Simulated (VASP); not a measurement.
# MgO (nc) (Fm-3m) in VASP: single point with PBE

Aim: the single point of MgO (nc) with PBE.

Everything below comes from runs of VASP 6.6.1. Logs are shortened: lines on timing, memory, paths and dates and some standing lists are left out, and cuts for length are marked.

**What was measured.**

From “Electronic structure of alkaline earth and post-transition metal oxides”, 2009, arxiv:0908.1581, for a bulk crystal of MgO: band gap 7.83 eV.

How close the calculation comes is told below.

### 1 The cell of the first run

The structure is cubic, space group Fm-3m (No. 225). The conventional cell has a = 4.255 Å, b = 4.255 Å, c = 4.255 Å, α = 90.00°, β = 90.00°, γ = 90.00°. Mg (site symmetry m-3m) has 6 O at 2.13 Å within 2.8 Å. O (site symmetry m-3m) has 6 Mg at 2.13 Å within 2.8 Å.

### 2 Single point, PBE

INCAR reads:

```
SYSTEM = MgO
  PREC = Accurate
  ENCUT = 600
  EDIFF = 1E-6
  ISMEAR = 0
  SIGMA = 0.02
  LREAL = .FALSE.
  LASPH = .TRUE.
  NELM = 120
  ALGO = Normal
  ISIF = 2
  LWAVE = .FALSE.
  LCHARG = .FALSE.
  GGA = PE
  NBANDS = 11
  GGA_COMPAT = .FALSE.
```

KPOINTS reads:

```
regular mesh
0
G
  10 10 10
  0 0 0
```

POSCAR reads:

```
MgO
1.0
    0.0000000000      2.1275038064      2.1275038064
    2.1275038064      0.0000000000      2.1275038064
    2.1275038064      2.1275038064      0.0000000000
Mg O
1 1
Direct
    0.0000000000      0.0000000000      0.0000000000
    0.5000000000      0.5000000000      0.5000000000
```

Potentials or basis: VASP PAW PBE potentials, release 64 (Mg, O).

Launch:

```
$ cat potpaw_PBE.64/Mg/POTCAR potpaw_PBE.64/O/POTCAR > POTCAR
$ mpirun -np 1 vasp_std > vasp.out
```

OUTCAR:

```text
SYSTEM = MgO
   PREC = Accurate
   ENCUT = 600
   EDIFF = 1E-6
   ISMEAR = 0
   LREAL = .FALSE.
   LASPH = .TRUE.
   NELM = 120
   ISIF = 2
   GGA = PE

 ion  position               nearest neighbor table
   1  0.000  0.000  0.000-   2 2.13   2 2.13   2 2.13   2 2.13   2 2.13   2 2.13
   2  0.500  0.500  0.500-   1 2.13   1 2.13   1 2.13   1 2.13   1 2.13   1 2.13

  LATTYP: Found a face centered cubic cell.
 ALAT       =     4.2550076128

  Lattice vectors:

 A1 = (   0.0000000000,   2.1275038064,   2.1275038064)
 A2 = (   2.1275038064,   0.0000000000,   2.1275038064)
 A3 = (   2.1275038064,   2.1275038064,   0.0000000000)

Analysis of symmetry for initial positions (statically):
=====================================================================
 Subroutine PRICEL returns:
 Original cell was already a primitive cell.

 Routine SETGRP: Setting up the symmetry group for a
 face centered cubic supercell.

 Subroutine GETGRP returns: Found 48 space group operations
 (whereof 48 operations were pure point group operations)
 out of a pool of 48 trial point group operations.

The static configuration has the point symmetry O_h .

Analysis of symmetry for dynamics (positions and initial velocities):
=====================================================================
 Subroutine PRICEL returns:
 Original cell was already a primitive cell.

 Routine SETGRP: Setting up the symmetry group for a
 face centered cubic supercell.

 Subroutine GETGRP returns: Found 48 space group operations
 (whereof 48 operations were pure point group operations)
 out of a pool of 48 trial point group operations.

The dynamic configuration has the point symmetry O_h .

 Subroutine INISYM returns: Found 48 space group operations
 (whereof 48 operations are pure point group operations),
 and found     1 'primitive' translations

----------------------------------------------------------------------------------------

                                     Primitive cell

  volume of cell :      19.2593

  direct lattice vectors                    reciprocal lattice vectors
     0.000000000  2.127503806  2.127503806    -0.235017206  0.235017206  0.235017206
     2.127503806  0.000000000  2.127503806     0.235017206 -0.235017206  0.235017206
     2.127503806  2.127503806  0.000000000     0.235017206  0.235017206 -0.235017206

  length of vectors
     3.008744737  3.008744737  3.008744737     0.407061741  0.407061741  0.407061741

  position of ions in fractional coordinates (direct lattice)
     0.000000000  0.000000000  0.000000000
     0.500000000  0.500000000  0.500000000

  ion indices of the primitive-cell ions
   primitive index   ion index
                 1           1
                 2           2

----------------------------------------------------------------------------------------

 KPOINTS: regular mesh

Automatic generation of k-mesh.
 Grid dimensions read from file:
 generate k-points for:   10   10   10

 Generating k-lattice:

  Cartesian coordinates                     Fractional coordinates (reciprocal lattice)
    -0.023501721  0.023501721  0.023501721     0.100000000  0.000000000  0.000000000
     0.023501721 -0.023501721  0.023501721     0.000000000  0.100000000  0.000000000
     0.023501721  0.023501721 -0.023501721     0.000000000  0.000000000  0.100000000

  Length of vectors
     0.040706174  0.040706174  0.040706174

  Shift w.r.t. Gamma in fractional coordinates (k-lattice)
     0.000000000  0.000000000  0.000000000

 Subroutine IBZKPT returns following result:
 ===========================================

 Found     47 irreducible k-points:

 Following reciprocal coordinates:
            Coordinates               Weight
  0.000000  0.000000  0.000000      1.000000
  0.100000  0.000000  0.000000      8.000000
  0.200000  0.000000  0.000000      8.000000
  0.300000  0.000000  0.000000      8.000000
  0.400000  0.000000  0.000000      8.000000
  0.500000  0.000000  0.000000      4.000000
[... 16 lines left out ...]
  0.300000  0.300000  0.000000      6.000000
  0.400000  0.300000  0.000000     24.000000
 [... further k-points ...]
   k-points           NKPTS =     47   k-points in BZ     NKDIM =     47   number of bands    NBANDS=     11
   number of dos      NEDOS =    301   number of ions     NIONS =      2
   total plane-waves  NPLWV =  13824
   dimension x,y,z NGX =    24 NGY =   24 NGZ =   24
   dimension x,y,z NGXF=    48 NGYF=   48 NGZF=   48
   ions per type =               1   1
   NGX,Y,Z   is equivalent  to a cutoff of  13.26, 13.26, 13.26 a.u.
   NGXF,Y,Z  is equivalent  to a cutoff of  26.52, 26.52, 26.52 a.u.
 SYSTEM =  MgO
   PREC   = accura    normal or accurate (medium, high low for compatibility)
   ISTART =      0    job   : 0-new  1-cont  2-samecut
   ICHARG =      2    charge: 1-file 2-atom 10-const
   ISPIN  =      1    spin polarized calculation?
   LNONCOLLINEAR =      F non collinear calculations
   LSORBIT =      F    spin-orbit coupling
   LASPH  =      T    aspherical Exc in radial PAW
   ENCUT  =  600.0 eV  44.10 Ry    6.64 a.u.   6.01  6.01  6.01*2*pi/ulx,y,z
   NELM   =    120;   NELMIN=  2; NELMDL= -5     # of ELM steps
   EDIFF  = 0.1E-05   stopping-criterion for ELM
   LREAL  =      F    real-space projection
   EDIFFG = 0.1E-04   stopping-criterion for IOM
   NSW    =      0    number of steps for IOM
   IBRION =     -1    ionic relax: 0-MD 1-quasi-New 2-CG
   NFREE  =      0    steps in history (QN), initial steepest desc. (CG)
   ISIF   =      2    stress and relaxation
   ISYM   =      2    0-nonsym 1-usesym 2-fastsym
   POTIM  = 0.5000    time-step for ionic-motion
   TEBEG  =    0.0;   TEEND  =   0.0 temperature during run
   PSTRESS=    0.0 pullay stress
   NELECT =       8.0000    total number of electrons
   NUPDOWN=      -1.0000    fix difference up-down
   EMIN   =  10.00;   EMAX   =-10.00  energy-range for DOS
   EFERMI =   0.00;   METHOD = LEGACY
   ISMEAR =     0;   SIGMA  =   0.02  broadening in eV -4-tet -1-fermi 0-gaus
   EFERMI_NEDOS =   21; number of points for ismear=-14 and -15
   IALGO  =     38    algorithm
   IMIX   =      4    mixing-type and parameters
     AMIX     =   0.40;   BMIX     =  1.00
     AMIX_MAG =   1.60;   BMIX_MAG =  1.00
  volume/ion in A,a.u.               =       9.63        64.98
  Fermi-wavevector in a.u.,A,eV,Ry     =   1.221493  2.308288 20.300522  1.492046
  Thomas-Fermi vector in A             =   2.356674
   LORBIT       =      0    0 simple, 1 ext, 2 COOP (PROOUT), +10 PAW based schemes
   GGA     = PE    functional components
   LHFCALC =     F    Hartree Fock is set to
   AEXX    =    0.0000 exact exchange contribution
   IVDW    =     0    specifies the selected vdW correction
   LEPSILON=     F    determine dielectric tensor
   LRPA    =     F    only Hartree local field effects (RPA)
 non-spin polarized calculation
 Gauss-broadening in eV      SIGMA  =   0.02
  energy-cutoff  :      600.00
  volume of cell :       19.26
 maximum number of plane-waves:       656
   NGX = 13   NGY = 13   NGZ = 13

 number of electron       8.0000004 magnetization

 Free energy of the ion-electron system (eV)
  ---------------------------------------------------
  ext. energy  EPLUGINS =         0.00000000
  ---------------------------------------------------
  free energy    TOTEN  =       -11.91478088 eV

  energy without entropy =      -11.91478088  energy(sigma->0) =      -11.91478088

 E-fermi :   3.1535     XC(G=0): -10.9354

 val. band max:        2.9604722135   @ k =   0.0000   0.0000   0.0000
 cond. band min:       7.3971893145   @ k =   0.0000   0.0000   0.0000
 fundamental gap:      4.4367171010
 Fermi energy:         3.1534733826

 k-point     1 :       0.0000    0.0000    0.0000
  band No.  band energies     occupation
      1     -14.1491      2.00000
      2       2.9605      2.00000
      3       2.9605      2.00000
      4       2.9605      2.00000
      5       7.3972      0.00000
      6      18.5893      0.00000
      7      18.5893      0.00000
      8      18.5893      0.00000
      9      22.4247      0.00000
     10      24.1661      0.00000
     11      24.1661      0.00000

 k-point     2 :       0.1000    0.0000    0.0000
  band No.  band energies     occupation
      1     -14.0490      2.00000
      2       2.3144      2.00000
      3       2.8966      2.00000
      4       2.8966      2.00000
      5       8.0294      0.00000
      6      17.3477      0.00000
      7      18.8177      0.00000
      8      18.8177      0.00000
      9      23.3927      0.00000
     10      23.3927      0.00000
     11      24.0227      0.00000

 k-point     3 :       0.2000    0.0000    0.0000
  band No.  band energies     occupation
      1     -13.7743      2.00000
      2       1.0236      2.00000
      3       2.7343      2.00000
      4       2.7343      2.00000
      5       9.2283      0.00000
      6      15.8262      0.00000
      7      19.2622      0.00000
      8      19.2622      0.00000
      9      22.6939      0.00000
     10      22.6939      0.00000
     11      24.7382      0.00000

 k-point     4 :       0.3000    0.0000    0.0000
  band No.  band energies     occupation
      1     -13.4047      2.00000
      2      -0.2543      2.00000
      3       2.5434      2.00000
      4       2.5434      2.00000
      5      10.1930      0.00000
      6      15.0817      0.00000
      7      19.3226      0.00000
      8      19.3226      0.00000
      9      23.1466      0.00000
     10      23.1466      0.00000
     11      24.1185      0.00000

 k-point     5 :       0.4000    0.0000    0.0000
  band No.  band energies     occupation
      1     -13.0753      2.00000
      2      -1.1821      2.00000
      3       2.3959      2.00000
      4       2.3959      2.00000
      5      10.5974      0.00000
      6      15.0891      0.00000
      7      19.0801      0.00000
      8      19.0801      0.00000
      9      23.5861      0.00000
     10      24.3732      0.00000
     11      24.3732      0.00000
[... 211 lines left out ...]
 k-point    21 :      -0.3000    0.2000    0.0000
  band No.  band energies     occupation
      1     -13.0004      2.00000
      2      -0.6100      2.00000
      3       1.2172      2.00000
      4       2.3402      2.00000
      5      11.9696      0.00000
      6      14.6696      0.00000
      7      16.8027      0.00000
      8      19.9345      0.00000
      9      22.9580      0.00000
     10      23.6635      0.00000
     11      27.5085      0.00000

 k-point    22 :      -0.2000    0.2000    0.0000
  band No.  band energies     occupation
      1     -13.2945      2.00000
      2      -0.0634      2.00000
      3       1.6728      2.00000
      4       2.5421      2.00000
      5      11.1139      0.00000
      6      14.7003      0.00000
      7      17.7288      0.00000
      8      20.3892      0.00000
      9      21.2121      0.00000
     10      23.9667      0.00000
     11      27.2613      0.00000

 k-point    23 :       0.3000    0.3000    0.0000
  band No.  band energies     occupation
      1     -13.2126      2.00000
      2      -0.1105      2.00000
      3       2.0547      2.00000
      4       2.0547      2.00000
      5      11.4962      0.00000
      6      13.3306      0.00000
      7      17.0577      0.00000
      8      20.5289      0.00000
      9      20.5289      0.00000
     10      26.7651      0.00000
     11      29.7199      0.00000

 k-point    24 :       0.4000    0.3000    0.0000
  band No.  band energies     occupation
      1     -12.9800      2.00000
      2      -0.5162      2.00000
      3       1.7013      2.00000
      4       1.9126      2.00000
      5      12.2360      0.00000
      6      13.0426      0.00000
      7      16.2414      0.00000
      8      20.7413      0.00000
      9      20.9425      0.00000
     10      27.4754      0.00000
     11      29.3321      0.00000

 [... further k-points ...]
[... 5 lines left out ...]
  --------------------------------------------------------------------------------------
  -------------------------------------------------------------------------------------
  Total       -0.1392549     -0.1392549     -0.1392549      0.0000000     -0.0000000      0.0000000
  in kB      -11.5845692    -11.5845692    -11.5845692      0.0000000     -0.0000000      0.0000000
  external PRESSURE =     -11.5845692 kB  Pullay stress =       0.0000000 kB

 VOLUME and BASIS-vectors are now :
 -----------------------------------------------------------------------------
  energy-cutoff  :      600.00
  volume of cell :       19.26
      direct lattice vectors                 reciprocal lattice vectors
     0.000000000  2.127503806  2.127503806    -0.235017206  0.235017206  0.235017206
     2.127503806  0.000000000  2.127503806     0.235017206 -0.235017206  0.235017206
     2.127503806  2.127503806  0.000000000     0.235017206  0.235017206 -0.235017206

 POSITION                                       TOTAL-FORCE (eV/Angst)
 -----------------------------------------------------------------------------------
      0.00000      0.00000      0.00000         0.000000      0.000000     -0.000000
      2.12750      2.12750      2.12750        -0.000000     -0.000000      0.000000
 -----------------------------------------------------------------------------------
    total drift:                               -0.000000     -0.000000      0.000000

  FREE ENERGIE OF THE ION-ELECTRON SYSTEM (eV)
  ---------------------------------------------------
  free  energy   TOTEN  =       -11.9147808803 eV

  energy  without entropy=      -11.9147808803  energy(sigma->0) =      -11.91478088
```

It took 7 s on 1 thread of Intel Xeon 6975P-C, shared host; peak memory 0.15 GiB.

What came out:

```yaml
Free_energy: -11.9148 eV
Pressure: -1.2 GPa
Band_gap_on_the_k_mesh: 4.44 eV, direct
```

### 3 Against experiment

Step 2. A measured gap of MgO is 7.83 eV (quoted in “Electronic structure of alkaline earth and post-transition metal oxides”, 2009, arxiv:0908.1581); the calculated 4.44 eV misses it by -3.39 eV. The value is that of PBE, without temperature or zero-point motion. Semilocal functionals fall short of measured gaps as a rule.
